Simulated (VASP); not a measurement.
The system is RbBr.

```
Rb Br
1.0
     4.12793    0.00000    0.00000
     0.00000    4.12793    0.00000
     0.00000    0.00000    4.12793
Rb Br
1 1
Direct
  0.00000 0.00000 0.00000
  0.50000 0.50000 0.50000
```

Base run:

| Property | Result |
| --- | --- |
| Program | VASP 6.6.1 |
| Functional | PBE |
| Potentials or basis | VASP PAW PBE potentials, release 64 (Rb_sv, Br) |
| Cutoff | 520 eV |
| k mesh | 4 × 4 × 4 |
| Occupations | gaussian, width 0.01 eV |
| Spin | no spin polarisation |

Its results: band gap on the k mesh 4.07 eV, indirect (least direct gap 4.23 eV); pressure 0.8 GPa.

**Question.** The run is repeated on the same cell with these changes: functional from PBE to r2SCAN; k mesh from 4 × 4 × 4 to 6 × 6 × 6. What comes out?

**Answer.** Band gap on the k mesh 4.83 eV, indirect (least direct gap 4.98 eV); pressure 0.0 GPa.

Several settings changed at once, so the effect can't be laid on one alone.

Caveats: the PAW data sets were made with another functional, which shifts forces and pressure a little (some runs).

A k mesh can miss the band edges.
